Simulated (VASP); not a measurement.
Crystal: BAs.

```xyz
2
Lattice="0.0000 2.3885 2.3885 2.3885 0.0000 2.3885 2.3885 2.3885 0.0000" Properties=species:S:1:pos:R:3 pbc="T T T"
B     0.0000    0.0000    0.0000
As    3.5827    3.5827    3.5827
```

Base run:

| Item | Value |
| --- | --- |
| Program | VASP 6.6.1 |
| Functional | r2SCAN |
| Potentials or basis | VASP PAW PBE potentials, release 64 (B, As) |
| Cutoff | 520 eV |
| k mesh | 15 × 15 × 15 |
| Occupations | fermi-dirac, width 0.03 eV |
| Spin | no spin polarisation |

Its results: band gap on the k mesh 1.37 eV, indirect (least direct gap 3.45 eV); pressure 0.9 GPa.

Problem. After a change of settings the same cell gave: band gap on the k mesh 1.18 eV, indirect (least direct gap 3.28 eV); pressure 3.4 GPa. Which change was it?
A. functional from r2SCAN to PBE
B. functional from r2SCAN to PBEsol; cutoff from 520 eV to 420 eV
C. cutoff from 520 eV to 550 eV; further incar settings from ALGO = Normal; EDIFF = 1e-08; NBANDS = 11 to ALGO = Normal; EDIFF = 1e-06; NBANDS = 11
D. functional from r2SCAN to PBEsol; further incar settings from ALGO = Normal; EDIFF = 1e-08; NBANDS = 11 to ALGO = Normal; EDIFF = 1e-06; NBANDS = 11

Solution. A.

r2SCAN gives the wider gap, since meta-GGAs in the generalised Kohn-Sham scheme recover part of the derivative discontinuity.

Caveats: the PAW data sets were made with another functional, which shifts forces and pressure a little (some runs).
